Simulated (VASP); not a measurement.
# Al4Ni (I4/m) in VASP: further runs, part 2 of 2

VASP 6.6.1.

## (3) Single point, PBE, collinear spin, ferromagnetic start

This run uses another cell than the first one, of 15.30 Å³/atom.

INCAR reads:

```
SYSTEM = Al4Ni
PREC = Accurate
ENCUT = 520
EDIFF = 1E-7
ISMEAR = 0
SIGMA = 0.1
LREAL = .False.
LASPH = .True.
NELM = 150
ALGO = Normal
ISIF = 2
LWAVE = .False.
LCHARG = .False.
ISPIN = 2
MAGMOM = 0 0 0 0 2
LORBIT = 11
LMAXMIX = 4
GGA = PE
NBANDS = 23
```

KPOINTS reads:

```
regular mesh
0
Gamma
  6 6 6
  0 0 0
```

POSCAR reads:

```
Al4Ni
1.0
   -3.7959767084      3.7959767084      1.3276002956
    3.7959767084     -3.7959767084      1.3276002956
    3.7959767084      3.7959767084     -1.3276002956
Al Ni
4 1
Direct
    0.9418815274      0.7270455894      0.6689271168
    0.0581184726      0.2729544106      0.3310728832
    0.7270455894      0.0581184726      0.7851640620
    0.2729544106      0.9418815274      0.2148359380
    0.5000000000      0.5000000000      0.0000000000
```

Potentials or basis: VASP PAW PBE potentials, release 64 (Al, Ni).

Command:

```bash
$ cat potpaw_PBE.64/Al/POTCAR potpaw_PBE.64/Ni/POTCAR > POTCAR
$ mpirun -np 1 vasp_std > vasp.out
```

OUTCAR:

```text
SYSTEM = Al4Ni
   PREC = Accurate
   ENCUT = 520
   EDIFF = 1E-7
   ISMEAR = 0
   LREAL = .False.
   LASPH = .True.
   NELM = 150
   ISIF = 2
   ISPIN = 2
   LORBIT = 11
   GGA = PE

 ion  position               nearest neighbor table
   1  0.942  0.727  0.669-   5 2.50   5 2.50   4 2.85   3 2.85   3 2.85   4 2.85   4 3.00   3 3.00
                             2 3.22   2 3.22
   2  0.058  0.273  0.331-   5 2.50   5 2.50   3 2.85   3 2.85   4 2.85   4 2.85   4 3.00   3 3.00
                             1 3.22   1 3.22
   3  0.727  0.058  0.785-   5 2.50   5 2.50   2 2.85   1 2.85   1 2.85   2 2.85   2 3.00   1 3.00
                             4 3.22   4 3.22
   4  0.273  0.942  0.215-   5 2.50   5 2.50   1 2.85   1 2.85   2 2.85   2 2.85   2 3.00   1 3.00
                             3 3.22   3 3.22
   5  0.500  0.500  0.000-   2 2.50   4 2.50   3 2.50   1 2.50   2 2.50   4 2.50   3 2.50   1 2.50

  LATTYP: Found a body centered tetragonal cell.
 ALAT       =     7.5919534168
 C/A-ratio  =     0.3497387886

  Lattice vectors:

 A1 = (  -3.7959767084,   3.7959767084,   1.3276002956)
 A2 = (   3.7959767084,  -3.7959767084,   1.3276002956)
 A3 = (   3.7959767084,   3.7959767084,  -1.3276002956)

Analysis of symmetry for initial positions (statically):
=====================================================================
 Subroutine PRICEL returns:
 Original cell was already a primitive cell.

 Routine SETGRP: Setting up the symmetry group for a
 body centered tetragonal supercell.

 Subroutine GETGRP returns: Found  8 space group operations
 (whereof  8 operations were pure point group operations)
 out of a pool of 16 trial point group operations.

The static configuration has the point symmetry C_4h.

Analysis of symmetry for dynamics (positions and initial velocities):
=====================================================================
 Subroutine PRICEL returns:
 Original cell was already a primitive cell.

 Routine SETGRP: Setting up the symmetry group for a
 body centered tetragonal supercell.

 Subroutine GETGRP returns: Found  8 space group operations
 (whereof  8 operations were pure point group operations)
 out of a pool of 16 trial point group operations.

The dynamic configuration has the point symmetry C_4h.

Analysis of structural, dynamic, and magnetic symmetry:
=====================================================================
 Subroutine PRICEL returns:
 Original cell was already a primitive cell.

 Routine SETGRP: Setting up the symmetry group for a
 body centered tetragonal supercell.

 Subroutine GETGRP returns: Found  8 space group operations
 (whereof  8 operations were pure point group operations)
 out of a pool of 16 trial point group operations.

The overall configuration has the point symmetry C_4h.

 Subroutine INISYM returns: Found  8 space group operations
 (whereof  8 operations are pure point group operations),
 and found     1 'primitive' translations

----------------------------------------------------------------------------------------

                                     Primitive cell

  volume of cell :      76.5199

  direct lattice vectors                    reciprocal lattice vectors
[... 96 lines left out ...]
   NSW    =      0    number of steps for IOM
   IBRION =     -1    ionic relax: 0-MD 1-quasi-New 2-CG
   NFREE  =      0    steps in history (QN), initial steepest desc. (CG)
   ISIF   =      2    stress and relaxation
   ISYM   =      2    0-nonsym 1-usesym 2-fastsym
   POTIM  = 0.5000    time-step for ionic-motion
   TEBEG  =    0.0;   TEEND  =   0.0 temperature during run
   PSTRESS=    0.0 pullay stress
   NELECT =      22.0000    total number of electrons
   NUPDOWN=      -1.0000    fix difference up-down
   EMIN   =  10.00;   EMAX   =-10.00  energy-range for DOS
   EFERMI =   0.00;   METHOD = LEGACY
   ISMEAR =     0;   SIGMA  =   0.10  broadening in eV -4-tet -1-fermi 0-gaus
   EFERMI_NEDOS =   21; number of points for ismear=-14 and -15
   IALGO  =     38    algorithm
   IMIX   =      4    mixing-type and parameters
     AMIX     =   0.40;   BMIX     =  1.00
     AMIX_MAG =   1.60;   BMIX_MAG =  1.00
  volume/ion in A,a.u.               =      15.30       103.28
  Fermi-wavevector in a.u.,A,eV,Ry     =   1.080499  2.041847 15.884495  1.167477
  Thomas-Fermi vector in A             =   2.216491
   LORBIT       =     11    0 simple, 1 ext, 2 COOP (PROOUT), +10 PAW based schemes
   GGA     = PE    functional components
   LHFCALC =     F    Hartree Fock is set to
   AEXX    =    0.0000 exact exchange contribution
   IVDW    =     0    specifies the selected vdW correction
   LEPSILON=     F    determine dielectric tensor
   LRPA    =     F    only Hartree local field effects (RPA)
 spin polarized calculation
 Gauss-broadening in eV      SIGMA  =   0.10
  energy-cutoff  :      520.00
  volume of cell :       76.52
 maximum number of plane-waves:      2093
 NGX is ok and might be reduce to    42
   NGX = 21   NGY = 21   NGZ = 21

 number of electron      22.0000009 magnetization       0.0019779

 number of electron      22.0000009 magnetization      -0.0000081

 Free energy of the ion-electron system (eV)
  ---------------------------------------------------
  ext. energy  EPLUGINS =         0.00000000
  ---------------------------------------------------
  free energy    TOTEN  =       -21.45334916 eV

  energy without entropy =      -21.44580805  energy(sigma->0) =      -21.44957860

 E-fermi :   8.3312     XC(G=0): -10.6103

 val. band max:        8.3205017916   @ k =  -0.3333   0.3333   0.3333
 cond. band min:       8.3902162889   @ k =  -0.1667  -0.3333   0.1667
 fundamental gap:      0.0697144973
 Fermi energy:         8.3312293956

 spin component 1

 k-point     1 :       0.0000    0.0000    0.0000
  band No.  band energies     occupation
      1      -2.6616      1.00000
      2       2.1077      1.00000
      3       2.1077      1.00000
      4       2.4618      1.00000
      5       2.5341      1.00000
      6       4.6058      1.00000
[... 613 lines left out ...]
     22      17.5479      0.00000
     23      19.0739      0.00000

 [... further k-points ...]

 spin component 2

 k-point     1 :       0.0000    0.0000    0.0000
  band No.  band energies     occupation
      1      -2.6616      1.00000
      2       2.1077      1.00000
      3       2.1077      1.00000
      4       2.4618      1.00000
      5       2.5341      1.00000
      6       4.6059      1.00000
[... 613 lines left out ...]
     22      17.5479      0.00000
     23      19.0739      0.00000

 [... further k-points ...]

------------------------ aborting loop because EDIFF is reached ----------------------------------------

  FORCE on cell =-STRESS in cart. coord.  units (eV):
  Direction    XX          YY          ZZ          XY          YZ          ZX
  --------------------------------------------------------------------------------------
  -------------------------------------------------------------------------------------
  Total        0.0187370      0.0187370      0.2329103      0.0000000      0.0000000      0.0000000
  in kB        0.3923172      0.3923172      4.8766874      0.0000005      0.0000000      0.0000000
  external PRESSURE =       1.8871072 kB  Pullay stress =       0.0000000 kB

 VOLUME and BASIS-vectors are now :
 -----------------------------------------------------------------------------
  energy-cutoff  :      520.00
  volume of cell :       76.52
      direct lattice vectors                 reciprocal lattice vectors
    -3.795976708  3.795976708  1.327600296     0.000000000  0.131718406  0.376619380
     3.795976708 -3.795976708  1.327600296     0.131718406  0.000000000  0.376619380
     3.795976708  3.795976708 -1.327600296     0.131718406  0.131718406  0.000000000

 POSITION                                       TOTAL-FORCE (eV/Angst)
 -----------------------------------------------------------------------------------
      1.72372      3.35474      1.32760        -0.000098      0.007607      0.000000
      2.07226      0.44123      0.00000         0.000098     -0.007607     -0.000000
      0.44123      5.51970      0.00000        -0.007607     -0.000098      0.000000
      3.35474     -1.72372      1.32760         0.007607      0.000098     -0.000000
      0.00000      0.00000      1.32760         0.000000      0.000000     -0.000000
 -----------------------------------------------------------------------------------
    total drift:                               -0.000000     -0.000000      0.000000

  FREE ENERGIE OF THE ION-ELECTRON SYSTEM (eV)
  ---------------------------------------------------
  free  energy   TOTEN  =       -21.4533491556 eV

  energy  without entropy=      -21.4458080500  energy(sigma->0) =      -21.44957860

 total charge

# of ion       s       p       d       tot
------------------------------------------
    1        0.418   0.361   0.000   0.779
    2        0.418   0.361   0.000   0.779
    3        0.418   0.361   0.000   0.779
    4        0.418   0.361   0.000   0.779
    5        0.496   0.520   8.453   9.468
--------------------------------------------------
tot          2.167   1.965   8.453  12.585

 magnetization (x)

# of ion       s       p       d       tot
------------------------------------------
    1        0.000  -0.000   0.000   0.000
    2        0.000  -0.000   0.000   0.000
    3        0.000  -0.000   0.000   0.000
    4        0.000  -0.000   0.000   0.000
    5       -0.000  -0.000   0.000   0.000
--------------------------------------------------
tot          0.000  -0.000   0.000   0.000
```

OSZICAR:

```text
N       E                     dE             d eps       ncg     rms          rms(c)
DAV:   1     0.662174513140E+02    0.66217E+02   -0.85251E+03  3312   0.871E+02
DAV:   2    -0.181745543229E+02   -0.84392E+02   -0.77494E+02  3488   0.172E+02
DAV:   3    -0.226454148901E+02   -0.44709E+01   -0.43683E+01  4237   0.417E+01
DAV:   4    -0.227299013342E+02   -0.84486E-01   -0.84418E-01  3966   0.539E+00
DAV:   5    -0.227326469531E+02   -0.27456E-02   -0.27455E-02  4249   0.108E+00    0.164E+01
DAV:   6    -0.322947985686E+02   -0.95622E+01   -0.84050E+01  3944   0.138E+02    0.319E+01
DAV:   7    -0.226499325950E+02    0.96449E+01   -0.15391E+01  4347   0.630E+01    0.896E+00
DAV:   8    -0.214389839818E+02    0.12109E+01   -0.38368E+00  4656   0.346E+01    0.216E+00
DAV:   9    -0.214465990912E+02   -0.76151E-02   -0.45543E-01  4677   0.467E+00    0.137E+00
DAV:  10    -0.214537731478E+02   -0.71741E-02   -0.26314E-02  4678   0.163E+00    0.661E-01
DAV:  11    -0.214538588937E+02   -0.85746E-04   -0.20911E-03  5184   0.447E-01    0.384E-01
DAV:  12    -0.214533251825E+02    0.53371E-03   -0.78960E-04  4886   0.306E-01    0.133E-01
DAV:  13    -0.214533573414E+02   -0.32159E-04   -0.16432E-04  4853   0.133E-01    0.565E-02
DAV:  14    -0.214533538324E+02    0.35090E-05   -0.17018E-05  4258   0.302E-02    0.301E-02
DAV:  15    -0.214533491639E+02    0.46685E-05   -0.12812E-05  4622   0.493E-02    0.100E-02
DAV:  16    -0.214533491112E+02    0.52722E-07   -0.19383E-06  5022   0.145E-02    0.248E-03
DAV:  17    -0.214533491556E+02   -0.44424E-07   -0.70790E-08  2433   0.215E-03
   1 F= -.21453349E+02 E0= -.21449579E+02  d E =-.754111E-02  mag=     0.0000
```

Wall time 2.6 min (1 thread of Intel Xeon 6975P-C (Granite Rapids), shared host); peak memory 0.36 GiB.

What came out:

```yaml
Free_energy: -21.4533 eV
Pressure: 0.2 GPa
Largest_force: 0.008 eV/Å
Band_gap_on_the_k_mesh: zero (filled and empty bands overlap)
Net_moment: 0.00 μB per cell
Valence_electrons_inside_the_program's_atomic_spheres: Al 0.78; Ni 9.47
```

Forces on the atoms (eV/Å):
```
Al   0.000  0.008  0.000
Al   0.000 -0.008  0.000
Al  -0.008  0.000  0.000
Al   0.008  0.000  0.000
Ni   0.000  0.000  0.000
```

Caveat: the k points lie up to 0.42 Å⁻¹ apart, too coarse for converged energies and pressures of a metal.
